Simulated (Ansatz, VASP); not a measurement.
## ZnS in VASP and in Ansatz

The input INCAR:

```
SYSTEM = ZnS
  PREC = Accurate
  ENCUT = 520
  EDIFF = 1E-6
  ISMEAR = 0
  SIGMA = 0.05
  LREAL = .FALSE.
  LASPH = .TRUE.
  NELM = 80
  ALGO = Normal
  ISIF = 2
  LWAVE = .FALSE.
  LCHARG = .TRUE.
  LELF = .TRUE.
  LVHAR = .TRUE.
  NBANDS = 16
```

Contents of KPOINTS:

```
regular mesh
0
G
  10 10 10
  0 0 0
```

POSCAR

```
ZnS
1.0
   -1.1358818225      2.2717636451      2.2717636451
    2.2717636451     -1.1358818225      2.2717636451
    2.2717636451      2.2717636451     -1.1358818225
Zn S
1 1
Direct
    0.0000000000      0.0000000000      0.0000000000
    0.7500000000      0.7500000000      0.7500000000
```

Input for Ansatz:

```yaml
crystal:
  lattice:
    - [-1.1358818225, 2.2717636451, 2.2717636451]
    - [2.2717636451, -1.1358818225, 2.2717636451]
    - [2.2717636451, 2.2717636451, -1.1358818225]
  atoms:
    - { symbol: Zn, position: [0.0, 0.0, 0.0] }
    - { symbol: S, position: [0.75, 0.75, 0.75] }
basis:
  ecutwfc: 420
kpoints:
  mp_grid: { grid: [10, 10, 10] }
hamiltonian:
  xc: lda
scf:
  occupations: { method: gaussian, width: 0.05 }
output:
  forces: true
  stress: true
  eigenvalues: true
```

Alike in both runs: task single point; functional LDA; k mesh 10 × 10 × 10; occupations gaussian, width 0.05 eV; no spin polarisation.

|  | VASP | Ansatz |
| --- | --- | --- |
| version | VASP 6.6.1 | Ansatz 0.2.0 |
| potentials or method | VASP PAW LDA potentials, release 64 (Zn, S), cutoff 520 eV | scalar-relativistic, plane waves, PAW |
| valence electrons in the cell | 18 | 18 |

Ansatz gave:

```
gap on the k mesh at the Fermi level (eV) : 0.29
least direct gap on the mesh (eV)         : 0.62
rms of the force components (eV/Å)        : 23.713
```

Estimate VASP's values.

gap on the k mesh at the Fermi level (eV): 0.42; least direct gap on the mesh (eV): 0.75; rms of the force components (eV/Å): 25.299.

LDA's correlation is that of Perdew and Zunger in VASP and of Perdew and Wang (1992) in Ansatz. Atom by atom the forces differ by 1.585 eV/Å (rms over components).
